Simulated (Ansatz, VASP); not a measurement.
# PtPb: VASP beside Ansatz

Contents of INCAR:

```
  ALGO = Normal
  EDIFF = 1E-6
  ENCUT = 520
  ISIF = 2
  ISMEAR = -1
  LASPH = T
  LCHARG = T
  LELF = T
  LREAL = F
  LVHAR = T
  LWAVE = F
  NBANDS = 32
  NELM = 60
  PREC = Accurate
  SIGMA = 0.05
```

File KPOINTS:

```
k-points
0
Gamma
  10 10 7
```

File POSCAR:

```
PtPb
1.0
    4.2214765254      0.0000000000      0.0000000000
   -2.1107382628      3.6559059125      0.0000000000
    0.0000000000      0.0000000000      5.4193814470
Pt Pb
2 2
Direct
    0.3333333333      0.6666666667      0.2500000000
    0.6666666667      0.3333333333      0.7500000000
    0.0000000000      0.0000000000      0.0000000000
    0.0000000000      0.0000000000      0.5000000000
```

Input for Ansatz:

```yaml
crystal:
  lattice:
    - [4.2214765254, 0.0, 0.0]
    - [-2.1107382628, 3.6559059125, 0.0]
    - [0.0, 0.0, 5.419381447]
  atoms:
    - { symbol: Pt, position: [0.3333333333, 0.6666666667, 0.25] }
    - { symbol: Pt, position: [0.6666666667, 0.3333333333, 0.75] }
    - { symbol: Pb, position: [0.0, 0.0, 0.0] }
    - { symbol: Pb, position: [0.0, 0.0, 0.5] }
kpoints:
  mp_grid: { grid: [10, 10, 7] }
  band_path:
    path:
      - [0.0, 0.0, 0.0]
      - [0.5, 0.0, 0.0]
      - [0.3333333333, 0.3333333333, 0.0]
      - [0.0, 0.0, 0.0]
      - [0.0, 0.0, 0.5]
      - [0.5, 0.0, 0.5]
      - [0.3333333333, 0.3333333333, 0.5]
      - [0.0, 0.0, 0.5]
      - [0.5, 0.0, 0.5]
    npoints: 5
scf:
  occupations: { method: fermi_dirac, width: 0.05 }
hamiltonian:
  xc: lda
  pseudopotentials: { kind: all_electron, lapw: { basis_error: 0.0005 } }
output:
  forces: true
  stress: true
  eigenvalues: true
```

Change from the starting cell: volume scaled by 0.98.

Alike in both runs: task single point; functional LDA; k mesh 10 × 10 × 7; occupations fermi-dirac, width 0.05 eV; no spin polarisation.

|  | VASP | Ansatz |
| --- | --- | --- |
| version | VASP 6.6.1 | Ansatz 0.2.0 |
| potentials or method | VASP PAW LDA potentials, release 64 (Pt, Pb_d), cutoff 520 eV | all-electron LAPW, scalar-relativistic |

```csv
,VASP,Ansatz,Ansatz less VASP
pressure (GPa),9.7,9.4,-0.38
"traceless stress, the component that is largest in VASP (GPa)",18.43,18.46,+0.031
```

LDA's correlation is that of Perdew and Zunger in VASP and of Perdew and Wang (1992) in Ansatz. Ansatz ran all-electron here, and VASP with PAW potentials.

Neither program's run includes spin-orbit coupling.
